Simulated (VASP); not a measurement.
# OsO (F-43m) in VASP: relaxation of cell and atoms with PBE

Aim: the relaxation of cell and atoms of OsO with PBE.

Everything below comes from runs of VASP 6.6.1. Logs are shortened: lines on timing, memory, paths and dates and some standing lists are left out, and cuts for length are marked.

## Step 1: The cell of the first run

It takes space group F-43m (No. 216, cubic). The conventional cell has a = 4.534 Å, b = 4.534 Å, c = 4.534 Å, α = 90.00°, β = 90.00°, γ = 90.00°. Os (site symmetry -43m) has 4 O at 1.96 Å within 2.6 Å. O (site symmetry -43m) has 4 Os at 1.96 Å within 2.6 Å.

## Step 2: Relaxation of cell and atoms, PBE

INCAR reads:

```
SYSTEM = OsO
PREC = Accurate
ENCUT = 700
EDIFF = 1E-7
ISMEAR = 0
SIGMA = 0.1
LREAL = .False.
LASPH = .True.
NELM = 120
ALGO = Normal
ISIF = 3
LWAVE = .False.
LCHARG = .False.
GGA = PE
IBRION = 2
NSW = 90
EDIFFG = -0.04
GGA_COMPAT = .False.
NELMIN = 4
```

KPOINTS reads:

```
regular mesh
0
Gamma
  6 6 6
  0 0 0
```

POSCAR reads:

```
OsO
1.0
    0.0000000000      2.2669384653      2.2669384653
    2.2669384653      0.0000000000      2.2669384653
    2.2669384653      2.2669384653      0.0000000000
Os O
1 1
Direct
    0.0000000000      0.0000000000      0.0000000000
    0.7500000000      0.7500000000      0.7500000000
```

Potentials or basis: VASP PAW PBE potentials, release 64 (Os_sv_GW, O).

Run with:

```console
$ cat potpaw_PBE.64/Os_sv_GW/POTCAR potpaw_PBE.64/O/POTCAR > POTCAR
$ mpirun -np 1 vasp_std > vasp.out
```

OUTCAR:

```text
SYSTEM = OsO
   PREC = Accurate
   ENCUT = 700
   EDIFF = 1E-7
   ISMEAR = 0
   LREAL = .False.
   LASPH = .True.
   NELM = 120
   ISIF = 3
   GGA = PE
   IBRION = 2
   NSW = 90
   EDIFFG = -0.04
   NELMIN = 4

 ion  position               nearest neighbor table
   1  0.000  0.000  0.000-   2 1.96   2 1.96   2 1.96   2 1.96
   2  0.750  0.750  0.750-   1 1.96   1 1.96   1 1.96   1 1.96

  LATTYP: Found a face centered cubic cell.
 ALAT       =     4.5338769306

  Lattice vectors:

 A1 = (   0.0000000000,   2.2669384653,   2.2669384653)
 A2 = (   2.2669384653,   0.0000000000,   2.2669384653)
 A3 = (   2.2669384653,   2.2669384653,   0.0000000000)

Analysis of symmetry for initial positions (statically):
=====================================================================
 Subroutine PRICEL returns:
 Original cell was already a primitive cell.

 Routine SETGRP: Setting up the symmetry group for a
 face centered cubic supercell.

 Subroutine GETGRP returns: Found 24 space group operations
 (whereof 24 operations were pure point group operations)
 out of a pool of 48 trial point group operations.

The static configuration has the point symmetry T_d .

Analysis of symmetry for dynamics (positions and initial velocities):
=====================================================================
 Subroutine PRICEL returns:
 Original cell was already a primitive cell.

 Routine SETGRP: Setting up the symmetry group for a
 face centered cubic supercell.

 Subroutine GETGRP returns: Found 24 space group operations
 (whereof 24 operations were pure point group operations)
 out of a pool of 48 trial point group operations.

The dynamic configuration has the point symmetry T_d .

 Subroutine INISYM returns: Found 24 space group operations
 (whereof 24 operations are pure point group operations),
 and found     1 'primitive' translations

----------------------------------------------------------------------------------------

                                     Primitive cell

  volume of cell :      23.2996

  direct lattice vectors                    reciprocal lattice vectors
     0.000000000  2.266938465  2.266938465    -0.220561787  0.220561787  0.220561787
     2.266938465  0.000000000  2.266938465     0.220561787 -0.220561787  0.220561787
     2.266938465  2.266938465  0.000000000     0.220561787  0.220561787 -0.220561787

  length of vectors
     3.205935123  3.205935123  3.205935123     0.382024222  0.382024222  0.382024222

  position of ions in fractional coordinates (direct lattice)
     0.000000000  0.000000000  0.000000000
     0.750000000  0.750000000  0.750000000

  ion indices of the primitive-cell ions
   primitive index   ion index
                 1           1
                 2           2

----------------------------------------------------------------------------------------

 KPOINTS: regular mesh

Automatic generation of k-mesh.
 Grid dimensions read from file:
 generate k-points for:    6    6    6

 Generating k-lattice:

  Cartesian coordinates                     Fractional coordinates (reciprocal lattice)
    -0.036760298  0.036760298  0.036760298     0.166666667  0.000000000  0.000000000
     0.036760298 -0.036760298  0.036760298     0.000000000  0.166666667  0.000000000
     0.036760298  0.036760298 -0.036760298     0.000000000  0.000000000  0.166666667

  Length of vectors
     0.063670704  0.063670704  0.063670704

  Shift w.r.t. Gamma in fractional coordinates (k-lattice)
     0.000000000  0.000000000  0.000000000

 Subroutine IBZKPT returns following result:
 ===========================================

 Found     16 irreducible k-points:

 Following reciprocal coordinates:
            Coordinates               Weight
  0.000000  0.000000  0.000000      1.000000
  0.166667  0.000000  0.000000      8.000000
  0.333333  0.000000  0.000000      8.000000
  0.500000  0.000000  0.000000      4.000000
  0.166667  0.166667  0.000000      6.000000
  0.333333  0.166667  0.000000     24.000000
[... 8 lines left out ...]
 -0.333333  0.333333  0.166667     24.000000
 -0.333333  0.500000  0.166667     12.000000
   k-points           NKPTS =     16   k-points in BZ     NKDIM =     16   number of bands    NBANDS=     15
   number of dos      NEDOS =    301   number of ions     NIONS =      2
   total plane-waves  NPLWV =  21952
   dimension x,y,z NGX =    28 NGY =   28 NGZ =   28
   dimension x,y,z NGXF=    56 NGYF=   56 NGZF=   56
   ions per type =               1   1
   NGX,Y,Z   is equivalent  to a cutoff of  14.52, 14.52, 14.52 a.u.
   NGXF,Y,Z  is equivalent  to a cutoff of  29.04, 29.04, 29.04 a.u.
 SYSTEM =  OsO
   PREC   = accura    normal or accurate (medium, high low for compatibility)
   ISTART =      0    job   : 0-new  1-cont  2-samecut
   ICHARG =      2    charge: 1-file 2-atom 10-const
   ISPIN  =      1    spin polarized calculation?
   LNONCOLLINEAR =      F non collinear calculations
   LSORBIT =      F    spin-orbit coupling
   LASPH  =      T    aspherical Exc in radial PAW
   ENCUT  =  700.0 eV  51.45 Ry    7.17 a.u.   6.92  6.92  6.92*2*pi/ulx,y,z
   NELM   =    120;   NELMIN=  4; NELMDL= -5     # of ELM steps
   EDIFF  = 0.1E-06   stopping-criterion for ELM
   LREAL  =      F    real-space projection
   EDIFFG = -.4E-01   stopping-criterion for IOM
   NSW    =     90    number of steps for IOM
   IBRION =      2    ionic relax: 0-MD 1-quasi-New 2-CG
   NFREE  =      1    steps in history (QN), initial steepest desc. (CG)
   ISIF   =      3    stress and relaxation
   ISYM   =      2    0-nonsym 1-usesym 2-fastsym
   POTIM  = 0.5000    time-step for ionic-motion
   TEBEG  =    0.0;   TEEND  =   0.0 temperature during run
   PSTRESS=    0.0 pullay stress
   NELECT =      22.0000    total number of electrons
   NUPDOWN=      -1.0000    fix difference up-down
   EMIN   =  10.00;   EMAX   =-10.00  energy-range for DOS
   EFERMI =   0.00;   METHOD = LEGACY
   ISMEAR =     0;   SIGMA  =   0.10  broadening in eV -4-tet -1-fermi 0-gaus
   EFERMI_NEDOS =   21; number of points for ismear=-14 and -15
   IALGO  =     38    algorithm
   IMIX   =      4    mixing-type and parameters
     AMIX     =   0.40;   BMIX     =  1.00
     AMIX_MAG =   1.60;   BMIX_MAG =  1.00
  volume/ion in A,a.u.               =      11.65        78.62
  Fermi-wavevector in a.u.,A,eV,Ry     =   1.606076  3.035043 35.095942  2.579479
  Thomas-Fermi vector in A             =   2.702321
   LORBIT       =      0    0 simple, 1 ext, 2 COOP (PROOUT), +10 PAW based schemes
   GGA     = PE    functional components
   LHFCALC =     F    Hartree Fock is set to
   AEXX    =    0.0000 exact exchange contribution
   IVDW    =     0    specifies the selected vdW correction
   LEPSILON=     F    determine dielectric tensor
   LRPA    =     F    only Hartree local field effects (RPA)
 conjugate gradient relaxation of ions
 non-spin polarized calculation
 Gauss-broadening in eV      SIGMA  =   0.10
  energy-cutoff  :      700.00
  volume of cell :       23.30
 maximum number of plane-waves:      1002
   NGX = 13   NGY = 13   NGZ = 13

--------------------------------------- Ionic step        1  -------------------------------------------

 number of electron      21.9999999 magnetization

 Free energy of the ion-electron system (eV)
  ---------------------------------------------------
  ext. energy  EPLUGINS =         0.00000000
  ---------------------------------------------------
  free energy    TOTEN  =       -16.18692640 eV

  energy without entropy =      -16.18633110  energy(sigma->0) =      -16.18662875

 E-fermi :  10.8153     XC(G=0): -13.0372

 val. band max:       10.6857161807   @ k =   0.3333   0.3333   0.0000
 cond. band min:      10.9466939492   @ k =   0.5000   0.5000   0.0000
 fundamental gap:      0.2609777686
 Fermi energy:        10.8153240517

 k-point     1 :       0.0000    0.0000    0.0000
  band No.  band energies     occupation
      1     -76.5939      2.00000
      2     -35.9357      2.00000
      3     -35.9357      2.00000
      4     -35.9357      2.00000
      5     -12.4083      2.00000
      6       1.0020      2.00000
      7       1.0020      2.00000
      8       1.0020      2.00000
      9       7.7438      2.00000
     10       8.5814      2.00000
     11       8.5814      2.00000
     12      13.3084      0.00000
     13      13.3084      0.00000
     14      13.3084      0.00000
     15      24.4816      0.00000

 k-point     2 :       0.1667    0.0000    0.0000
  band No.  band energies     occupation
      1     -76.5915      2.00000
      2     -35.9979      2.00000
      3     -35.9444      2.00000
      4     -35.9444      2.00000
      5     -12.2137      2.00000
      6       0.7869      2.00000
      7       1.1869      2.00000
      8       1.1869      2.00000
      9       8.4152      2.00000
     10       8.4152      2.00000
     11       8.9769      2.00000
     12      12.6389      0.00000
     13      13.3345      0.00000
     14      13.3345      0.00000
     15      21.2035      0.00000
[... 335 lines left out ...]
 VOLUME and BASIS-vectors are now :
 -----------------------------------------------------------------------------
  energy-cutoff  :      700.00
  volume of cell :       25.06
      direct lattice vectors                 reciprocal lattice vectors
     0.000000000  2.322765350  2.322765350    -0.215260659  0.215260659  0.215260659
     2.322765350  0.000000000  2.322765350     0.215260659 -0.215260659  0.215260659
     2.322765350  2.322765350 -0.000000000     0.215260659  0.215260659 -0.215260659

 POSITION                                       TOTAL-FORCE (eV/Angst)
 -----------------------------------------------------------------------------------
      0.00000      0.00000      0.00000        -0.000000     -0.000000     -0.000000
      3.48415      3.48415      3.48415         0.000000      0.000000      0.000000
 -----------------------------------------------------------------------------------
    total drift:                               -0.000000     -0.000000     -0.000000

  FREE ENERGIE OF THE ION-ELECTRON SYSTEM (eV)
  ---------------------------------------------------
  free  energy   TOTEN  =       -16.2845937715 eV

  energy  without entropy=      -16.2829542933  energy(sigma->0) =      -16.28377403

--------------------------------------- Ionic step        4  -------------------------------------------

 number of electron      22.0000002 magnetization

 Free energy of the ion-electron system (eV)
  ---------------------------------------------------
  ext. energy  EPLUGINS =         0.00000000
  ---------------------------------------------------
  free energy    TOTEN  =       -16.28476124 eV

  energy without entropy =      -16.28317874  energy(sigma->0) =      -16.28396999

 E-fermi :   9.6567     XC(G=0): -12.6166

 val. band max:        9.5668070983   @ k =   0.3333   0.3333   0.0000
 cond. band min:       9.7778657878   @ k =   0.5000   0.5000   0.0000
 fundamental gap:      0.2110586895
 Fermi energy:         9.6567181342

 k-point     1 :       0.0000    0.0000    0.0000
  band No.  band energies     occupation
      1     -77.5773      2.00000
      2     -36.9088      2.00000
      3     -36.9088      2.00000
      4     -36.9088      2.00000
      5     -12.8550      2.00000
      6       0.5857      2.00000
      7       0.5857      2.00000
      8       0.5857      2.00000
      9       6.7520      2.00000
     10       7.6502      2.00000
     11       7.6502      2.00000
     12      11.9380      0.00000
     13      11.9380      0.00000
     14      11.9380      0.00000
     15      22.9704      0.00000

 k-point     2 :       0.1667    0.0000    0.0000
  band No.  band energies     occupation
      1     -77.5758      2.00000
      2     -36.9543      2.00000
      3     -36.9153      2.00000
      4     -36.9153      2.00000
      5     -12.6911      2.00000
      6       0.3618      2.00000
      7       0.7510      2.00000
      8       0.7510      2.00000
      9       7.5079      2.00000
     10       7.5079      2.00000
     11       7.9369      2.00000
     12      11.2957      0.00000
     13      11.9333      0.00000
     14      11.9333      0.00000
     15      19.8708      0.00000
[... 263 lines left out ...]
 VOLUME and BASIS-vectors are now :
 -----------------------------------------------------------------------------
  energy-cutoff  :      700.00
  volume of cell :       25.00
      direct lattice vectors                 reciprocal lattice vectors
     0.000000000  2.320697529  2.320697529    -0.215452464  0.215452464  0.215452464
     2.320697529  0.000000000  2.320697529     0.215452464 -0.215452464  0.215452464
     2.320697529  2.320697529 -0.000000000     0.215452464  0.215452464 -0.215452464

 POSITION                                       TOTAL-FORCE (eV/Angst)
 -----------------------------------------------------------------------------------
      0.00000      0.00000      0.00000        -0.000000     -0.000000     -0.000000
      3.48105      3.48105      3.48105         0.000000      0.000000      0.000000
 -----------------------------------------------------------------------------------
    total drift:                               -0.000000     -0.000000     -0.000000

  FREE ENERGIE OF THE ION-ELECTRON SYSTEM (eV)
  ---------------------------------------------------
  free  energy   TOTEN  =       -16.2847612378 eV

  energy  without entropy=      -16.2831787436  energy(sigma->0) =      -16.28396999

 reached required accuracy - stopping structural energy minimisation
```

Wall time 21 s (1 thread of AMD EPYC 9R45 (Zen 5), shared host); peak memory 0.14 GiB.

Results:

```yaml
Free_energy: -16.2848 eV
Relaxed_volume: 12.50 Å³/atom
Relaxed_cell: a = 3.282 Å, b = 3.282 Å, c = 3.282 Å, α = 60.00°, β = 60.00°, γ = 60.00°
Space_group_after_relaxing_to_0.1_Å: F-43m (No. 216)
Energy_gained_by_relaxing: 48.9 meV/atom
Ionic_steps: 4
Pressure_after_relaxing: -0.1 GPa
Band_gap_on_the_k_mesh: 0.21 eV (least direct gap 0.97 eV)
```

Step by step:
| step | energy change (eV) | largest force (eV/Å) | pressure (GPa) | volume (Å³) |
| --- | --- | --- | --- | --- |
| 1 | 0.0000 | 0.0000 | 19.92 | 23.30 |
| 2 | 0.1897 | 0.0000 | -22.78 | 28.53 |
| 3 | -0.0977 | 0.0000 | -0.71 | 25.06 |
| 4 | -0.0978 | 0.0000 | -0.08 | 25.00 |

Final structure:
```cif
data_structure
_symmetry_space_group_name_H-M 'P 1'
_symmetry_Int_Tables_number 1
_cell_length_a 3.2820
_cell_length_b 3.2820
_cell_length_c 3.2820
_cell_angle_alpha 60.000
_cell_angle_beta 60.000
_cell_angle_gamma 60.000
_cell_volume 25.00
loop_
_atom_site_label
_atom_site_type_symbol
_atom_site_fract_x
_atom_site_fract_y
_atom_site_fract_z
_atom_site_occupancy
Os1 Os 0.00000 0.00000 0.00000 1
O1 O 0.75000 0.75000 0.75000 1
```

Caveat: spin-orbit coupling is left out, which moves the levels of the heavy elements.
